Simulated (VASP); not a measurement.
# Fe (Im-3m) in VASP: single point with PBE

Aim: the single point of Fe with PBE.

All numbers are computed with VASP 6.6.1; they aren't measurements. Logs are shortened: lines on timing, memory, paths and dates and some standing lists are left out, and cuts for length are marked.

## Step 1: The cell of the first run

It takes space group Im-3m (No. 229, cubic). Conventional cell: a = 2.844 Å, b = 2.844 Å, c = 2.844 Å, α = 90.00°, β = 90.00°, γ = 90.00°. Within 3.3 Å of Fe (site symmetry m-3m) lie 14 Fe at 2.46 to 2.84 Å.

## Step 2: Single point, PBE, collinear spin, ferromagnetic start

INCAR

```
SYSTEM = Fe
PREC     = Accurate       ! precision mode
ENCUT    = 600            ! plane-wave cutoff, eV
EDIFF    = 1E-6           ! SCF threshold, eV
ISMEAR   = -1             ! smearing method
SIGMA    = 0.1            ! smearing width, eV
LREAL    = .FALSE.        ! projectors in reciprocal space
LASPH    = .TRUE.         ! aspherical terms in the spheres
NELM     = 200            ! most SCF steps
ALGO     = Normal         ! electronic algorithm
ISIF     = 2              ! what is computed and relaxed
LWAVE    = .FALSE.        ! write WAVECAR
LCHARG   = .TRUE.         ! write CHGCAR
ISPIN    = 2              ! spin polarisation
MAGMOM   = 2.5            ! initial moments
LORBIT   = 11             ! projections on sites
LMAXMIX  = 4              ! l up to which the mixer works
GGA      = PE             ! functional
LELF     = .TRUE.         ! ELF
LVHAR    = .TRUE.       
NBANDS   = 14             ! bands
GGA_COMPAT= .FALSE.
```

KPOINTS

```
Automatic mesh
0
G
  8 8 8
  0 0 0
```

POSCAR

```
Fe
1.0
   -1.4220399169      1.4220399169      1.4220399169
    1.4220399169     -1.4220399169      1.4220399169
    1.4220399169      1.4220399169     -1.4220399169
Fe
1
Direct
    0.0000000000      0.0000000000      0.0000000000
```

Potentials or basis: VASP PAW PBE potentials, release 64 (Fe).

Launch:

```
> cat potpaw_PBE.64/Fe/POTCAR > POTCAR
> mpirun -np 1 vasp_std > vasp.out
```

OUTCAR:

```text
SYSTEM = Fe
   PREC = Accurate
   ENCUT = 600
   EDIFF = 1E-6
   ISMEAR = -1
   LREAL = .FALSE.
   LASPH = .TRUE.
   NELM = 200
   ISIF = 2
   ISPIN = 2
   LORBIT = 11
   GGA = PE

 ion  position               nearest neighbor table
   1  0.000  0.000  0.000-

  LATTYP: Found a body centered cubic cell.
 ALAT       =     2.8440798338

  Lattice vectors:

 A1 = (  -1.4220399169,   1.4220399169,   1.4220399169)
 A2 = (   1.4220399169,  -1.4220399169,   1.4220399169)
 A3 = (   1.4220399169,   1.4220399169,  -1.4220399169)

Analysis of symmetry for initial positions (statically):
=====================================================================
 Subroutine PRICEL returns:
 Original cell was already a primitive cell.

 Routine SETGRP: Setting up the symmetry group for a
 body centered cubic supercell.

 Subroutine GETGRP returns: Found 48 space group operations
 (whereof 48 operations were pure point group operations)
 out of a pool of 48 trial point group operations.

The static configuration has the point symmetry O_h .

Analysis of symmetry for dynamics (positions and initial velocities):
=====================================================================
 Subroutine PRICEL returns:
 Original cell was already a primitive cell.

 Routine SETGRP: Setting up the symmetry group for a
 body centered cubic supercell.

 Subroutine GETGRP returns: Found 48 space group operations
 (whereof 48 operations were pure point group operations)
 out of a pool of 48 trial point group operations.

The dynamic configuration has the point symmetry O_h .

Analysis of structural, dynamic, and magnetic symmetry:
=====================================================================
 Subroutine PRICEL returns:
 Original cell was already a primitive cell.

 Routine SETGRP: Setting up the symmetry group for a
 body centered cubic supercell.

 Subroutine GETGRP returns: Found 48 space group operations
 (whereof 48 operations were pure point group operations)
 out of a pool of 48 trial point group operations.

The overall configuration has the point symmetry O_h .

 Subroutine INISYM returns: Found 48 space group operations
 (whereof 48 operations are pure point group operations),
 and found     1 'primitive' translations

----------------------------------------------------------------------------------------

                                     Primitive cell

  volume of cell :      11.5026

  direct lattice vectors                    reciprocal lattice vectors
    -1.422039917  1.422039917  1.422039917     0.000000000  0.351607570  0.351607570
     1.422039917 -1.422039917  1.422039917     0.351607570  0.000000000  0.351607570
     1.422039917  1.422039917 -1.422039917     0.351607570  0.351607570  0.000000000

  length of vectors
     2.463045386  2.463045386  2.463045386     0.497248195  0.497248195  0.497248195

  position of ions in fractional coordinates (direct lattice)
     0.000000000  0.000000000  0.000000000

  ion indices of the primitive-cell ions
   primitive index   ion index
                 1           1

----------------------------------------------------------------------------------------

 KPOINTS: Automatic mesh

Automatic generation of k-mesh.
 Grid dimensions read from file:
 generate k-points for:    8    8    8

 Generating k-lattice:

  Cartesian coordinates                     Fractional coordinates (reciprocal lattice)
     0.000000000  0.043950946  0.043950946     0.125000000  0.000000000  0.000000000
     0.043950946  0.000000000  0.043950946     0.000000000  0.125000000  0.000000000
     0.043950946  0.043950946  0.000000000     0.000000000  0.000000000  0.125000000

  Length of vectors
     0.062156024  0.062156024  0.062156024

  Shift w.r.t. Gamma in fractional coordinates (k-lattice)
     0.000000000  0.000000000  0.000000000

 Subroutine IBZKPT returns following result:
 ===========================================

 Found     29 irreducible k-points:

 Following reciprocal coordinates:
            Coordinates               Weight
  0.000000  0.000000  0.000000      1.000000
  0.125000  0.000000  0.000000     12.000000
  0.250000  0.000000  0.000000     12.000000
  0.375000  0.000000  0.000000     12.000000
  0.500000  0.000000  0.000000      6.000000
  0.125000  0.125000  0.000000     24.000000
[... 16 lines left out ...]
 -0.250000  0.250000  0.250000      6.000000
 -0.375000  0.375000  0.250000     24.000000
 [... further k-points ...]
   k-points           NKPTS =     29   k-points in BZ     NKDIM =     29   number of bands    NBANDS=     14
   number of dos      NEDOS =    301   number of ions     NIONS =      1
   total plane-waves  NPLWV =   8000
   dimension x,y,z NGX =    20 NGY =   20 NGZ =   20
   dimension x,y,z NGXF=    40 NGYF=   40 NGZF=   40
   ions per type =               1
   NGX,Y,Z   is equivalent  to a cutoff of  13.50, 13.50, 13.50 a.u.
   NGXF,Y,Z  is equivalent  to a cutoff of  27.00, 27.00, 27.00 a.u.
 SYSTEM =  Fe
   PREC   = accura    normal or accurate (medium, high low for compatibility)
   ISTART =      0    job   : 0-new  1-cont  2-samecut
   ICHARG =      2    charge: 1-file 2-atom 10-const
   ISPIN  =      2    spin polarized calculation?
   LNONCOLLINEAR =      F non collinear calculations
   LSORBIT =      F    spin-orbit coupling
   LASPH  =      T    aspherical Exc in radial PAW
   ENCUT  =  600.0 eV  44.10 Ry    6.64 a.u.   4.92  4.92  4.92*2*pi/ulx,y,z
   NELM   =    200;   NELMIN=  2; NELMDL= -5     # of ELM steps
   EDIFF  = 0.1E-05   stopping-criterion for ELM
   LREAL  =      F    real-space projection
   EDIFFG = 0.1E-04   stopping-criterion for IOM
   NSW    =      0    number of steps for IOM
   IBRION =     -1    ionic relax: 0-MD 1-quasi-New 2-CG
   NFREE  =      0    steps in history (QN), initial steepest desc. (CG)
   ISIF   =      2    stress and relaxation
   ISYM   =      2    0-nonsym 1-usesym 2-fastsym
   POTIM  = 0.5000    time-step for ionic-motion
   TEBEG  =    0.0;   TEEND  =   0.0 temperature during run
   PSTRESS=    0.0 pullay stress
   NELECT =       8.0000    total number of electrons
   NUPDOWN=      -1.0000    fix difference up-down
   EMIN   =  10.00;   EMAX   =-10.00  energy-range for DOS
   EFERMI =   0.00;   METHOD = LEGACY
   ISMEAR =    -1;   SIGMA  =   0.10  broadening in eV -4-tet -1-fermi 0-gaus
   EFERMI_NEDOS =   21; number of points for ismear=-14 and -15
   IALGO  =     38    algorithm
   IMIX   =      4    mixing-type and parameters
     AMIX     =   0.40;   BMIX     =  1.00
     AMIX_MAG =   1.60;   BMIX_MAG =  1.00
  volume/ion in A,a.u.               =      11.50        77.62
  Fermi-wavevector in a.u.,A,eV,Ry     =   1.450462  2.740976 28.624484  2.103840
  Thomas-Fermi vector in A             =   2.568071
   LORBIT       =     11    0 simple, 1 ext, 2 COOP (PROOUT), +10 PAW based schemes
   GGA     = PE    functional components
   LHFCALC =     F    Hartree Fock is set to
   AEXX    =    0.0000 exact exchange contribution
   IVDW    =     0    specifies the selected vdW correction
   LEPSILON=     F    determine dielectric tensor
   LRPA    =     F    only Hartree local field effects (RPA)
 spin polarized calculation
  energy-cutoff  :      600.00
  volume of cell :       11.50
 maximum number of plane-waves:       402
   NGX =  9   NGY =  9   NGZ =  9

 number of electron       8.0000004 magnetization       2.2201747

 Free energy of the ion-electron system (eV)
  ---------------------------------------------------
  ext. energy  EPLUGINS =         0.00000000
  ---------------------------------------------------
  free energy    TOTEN  =        -8.24582783 eV

  energy without entropy =       -8.20820198  energy(sigma->0) =       -8.22701491

 E-fermi :   5.7043     XC(G=0): -13.0451

 val. band max:        5.7019745229   @ k =   0.2500   0.1250  -0.0000
 cond. band min:       5.7366601450   @ k =   0.1250   0.0000   0.0000
 fundamental gap:      0.0346856221
 Fermi energy:         5.7043332286

 spin component 1

 k-point     1 :       0.0000    0.0000    0.0000
  band No.  band energies     occupation
      1      -2.6546      1.00000
      2       3.4089      1.00000
      3       3.4089      1.00000
      4       3.4089      1.00000
      5       4.6138      0.99998
      6       4.6138      0.99998
      7      30.6075      0.00000
      8      30.6075      0.00000
      9      30.6075      0.00000
     10      35.6140      0.00000
     11      35.6140      0.00000
     12      37.8353      0.00000
     13      37.8353      0.00000
     14      37.8353      0.00000
[... 375 lines left out ...]
 k-point    24 :      -0.3750    0.3750    0.2500
  band No.  band energies     occupation
      1       1.6254      1.00000
      2       2.1205      1.00000
      3       3.8618      1.00000
      4       4.2814      1.00000
      5       5.4154      0.94731
      6       7.9909      0.00000
      7      17.3875      0.00000
      8      20.3084      0.00000
      9      23.0190      0.00000
     10      26.4635      0.00000
     11      36.0719      0.00000
     12      38.0356      0.00000
     13      40.9416      0.00000
     14      45.6951      0.00000

 [... further k-points ...]

 spin component 2

 k-point     1 :       0.0000    0.0000    0.0000
  band No.  band energies     occupation
      1      -2.5051      1.00000
      2       5.3717      0.96533
      3       5.3718      0.96529
      4       5.3718      0.96529
      5       7.3735      0.00000
      6       7.3737      0.00000
      7      30.3282      0.00000
      8      30.3282      0.00000
      9      30.3282      0.00000
     10      35.7759      0.00000
     11      35.7759      0.00000
     12      38.4970      0.00000
     13      38.4970      0.00000
     14      38.4971      0.00000
[... 375 lines left out ...]
 k-point    24 :      -0.3750    0.3750    0.2500
  band No.  band energies     occupation
      1       2.8794      1.00000
      2       4.0770      1.00000
      3       5.7619      0.36003
      4       6.3047      0.00246
      5       7.5992      0.00000
      6       9.5519      0.00000
      7      18.1885      0.00000
      8      20.8903      0.00000
      9      23.6384      0.00000
     10      26.9265      0.00000
     11      36.7955      0.00000
     12      38.4596      0.00000
     13      41.3872      0.00000
     14      46.0976      0.00000

 [... further k-points ...]
[... 5 lines left out ...]
  --------------------------------------------------------------------------------------
  -------------------------------------------------------------------------------------
  Total       -0.1208649     -0.1208649     -0.1208649      0.0000000      0.0000000     -0.0000000
  in kB      -16.8350907    -16.8350907    -16.8350907      0.0000000      0.0000000     -0.0000000
  external PRESSURE =     -16.8350907 kB  Pullay stress =       0.0000000 kB

 VOLUME and BASIS-vectors are now :
 -----------------------------------------------------------------------------
  energy-cutoff  :      600.00
  volume of cell :       11.50
      direct lattice vectors                 reciprocal lattice vectors
    -1.422039917  1.422039917  1.422039917     0.000000000  0.351607570  0.351607570
     1.422039917 -1.422039917  1.422039917     0.351607570  0.000000000  0.351607570
     1.422039917  1.422039917 -1.422039917     0.351607570  0.351607570  0.000000000

 POSITION                                       TOTAL-FORCE (eV/Angst)
 -----------------------------------------------------------------------------------
      0.00000      0.00000      0.00000        -0.000000      0.000000      0.000000
 -----------------------------------------------------------------------------------
    total drift:                                0.000000      0.000000      0.000000

  FREE ENERGIE OF THE ION-ELECTRON SYSTEM (eV)
  ---------------------------------------------------
  free  energy   TOTEN  =        -8.2458278271 eV

  energy  without entropy=       -8.2082019832  energy(sigma->0) =       -8.22701491

 total charge

# of ion       s       p       d       tot
------------------------------------------
    1        0.480   0.531   6.232   7.243

 magnetization (x)

# of ion       s       p       d       tot
------------------------------------------
    1       -0.015  -0.061   2.299   2.223
```

It took 7.9 s on 1 thread of Intel Xeon Platinum 8559C (Emerald Rapids), shared host; peak memory 0.13 GiB.

Results:

```yaml
Free_energy: -8.2458 eV
Pressure: -1.7 GPa
Net_moment: 2.22 μB per cell
Site_moments: Fe +2.22 μB
Valence_electrons_inside_the_program's_atomic_spheres: Fe 7.24
```

Levels at points of the mesh, in eV from the Fermi level:
Spin up:
| k point | band 1 | band 2 | band 3 | band 4 | band 5 | band 6 | band 7 | band 8 | band 9 | band 10 |
| --- | --- | --- | --- | --- | --- | --- | --- | --- | --- | --- |
| (0.00, 0.00, 0.00) | -8.36 | -2.30 | -2.30 | -2.30 | -1.09 | -1.09 | 24.90 | 24.90 | 24.90 | 29.91 |
| (0.50, 0.00, 0.00) | -4.86 | -3.35 | -1.03 | -0.91 | 0.34 | 0.53 | 7.24 | 18.26 | 20.02 | 23.30 |
| (0.50, 0.50, 0.50) | -4.77 | -4.77 | 0.08 | 0.08 | 0.08 | 9.85 | 9.85 | 9.85 | 15.53 | 15.53 |
Spin down:
```
           k point  band 1  band 2  band 3  band 4  band 5  band 6  band 7  band 8
(0.00, 0.00, 0.00)   -8.21   -0.33   -0.33   -0.33    1.67    1.67   24.62   24.62
(0.50, 0.00, 0.00)   -3.57   -1.60    0.61    1.53    1.92    2.62    8.62   18.28
(0.50, 0.50, 0.50)   -2.95   -2.95    2.32    2.32    2.32   10.11   10.11   10.11
```

Caveat: the k points lie up to 0.39 Å⁻¹ apart.
